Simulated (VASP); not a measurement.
Here is a VASP 6.6.1 calculation.

INCAR

```
SYSTEM = Zn6O7
ALGO = Normal
EDIFF = 1E-7
ENCUT = 520
GGA = PE
ISIF = 2
ISMEAR = 0
LASPH = .True.
LCHARG = .False.
LREAL = .False.
LWAVE = .False.
NBANDS = 69
NELM = 60
PREC = Accurate
SIGMA = 0.02
```

The input KPOINTS:

```
k-points
0
Gamma
  3 3 3
  0 0 0
```

The input POSCAR:

```
Zn6O7
1.0
    0.0000000000      0.0000000000     -5.2932331742
   -4.9190861691     -2.8400357239      0.0000000000
    0.0000000001      5.6800714478      0.0000000000
Zn O
6 7
Direct
    0.4911015469      0.3129095420      0.3128485784
    0.4909179162      0.6869223030     -0.0000019577
    0.4910660299      0.0000587508      0.6870918597
    0.9945923081      0.6645218009      0.6644961580
    0.9945889075      0.0000140270      0.3354688149
    0.9945724714      0.3354450285     -0.0000114674
    0.1128714682      0.3300716727      0.3300587606
    0.1127462140      0.6698947501     -0.0000147848
    0.1128474753     -0.0000018296      0.6699057994
    0.6188790277      0.6155925910      0.6153727082
    0.6188784609      0.0002528925      0.3846043564
    0.6188765717      0.3844364451      0.0000331400
    0.5945413505     -0.0002199596     -0.0000557551
```

Potentials or basis: VASP PAW PBE potentials, release 64 (Zn, O).

Launch:

```sh
$ cat potpaw_PBE.64/Zn/POTCAR potpaw_PBE.64/O/POTCAR > POTCAR
$ mpirun -np 1 vasp_std > vasp.out
```

(1) Estimate the largest force.

(2) Predict the band gap on the k mesh.

(3) What does it give for the pressure?

Results:

(1) 0.097 eV/Å.

(2) zero (bands 57 and 58 overlap by 0.22 eV).

(3) 10.2 GPa.

Caveat: the k points lie up to 0.43 Å⁻¹ apart.
